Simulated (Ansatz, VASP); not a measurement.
**One calculation of Os, two programs**

```xyz
1
Lattice="0.0000 1.9279 1.9279 1.9279 0.0000 1.9279 1.9279 1.9279 0.0000" Properties=species:S:1:pos:R:3 pbc="T T T"
Os    0.0000    0.0000    0.0000
```

Alike in both runs: functional PBE; k mesh 8 × 8 × 8; occupations gaussian, width 0.1 eV; no spin polarisation.

Ansatz relaxed the structure, and its values are those at the end. VASP's run is a single point on that final structure, the one shown.

|  | VASP | Ansatz |
| --- | --- | --- |
| version | VASP 6.6.1 | Ansatz 0.2.0 |
| potentials or method | VASP PAW PBE potentials, release 64 (Os), cutoff 520 eV | scalar-relativistic, plane waves, PAW |
| valence electrons in the cell | 8 | 16 |

VASP gave:

| Item | Value |
| --- | --- |
| gap on the k mesh at the Fermi level (eV) | none |
| pressure (GPa) | -0.1 |

**Question.** Estimate Ansatz's values.

**Answer.** gap on the k mesh at the Fermi level (eV): none; pressure (GPa): 0.0.

A gap of «none» marks a metal or a gap that the smearing closes. VASP's potentials hold 8 valence electrons a cell and Ansatz's 16, so a difference there can come from the potentials and not from the codes.

Neither program's run includes spin-orbit coupling.
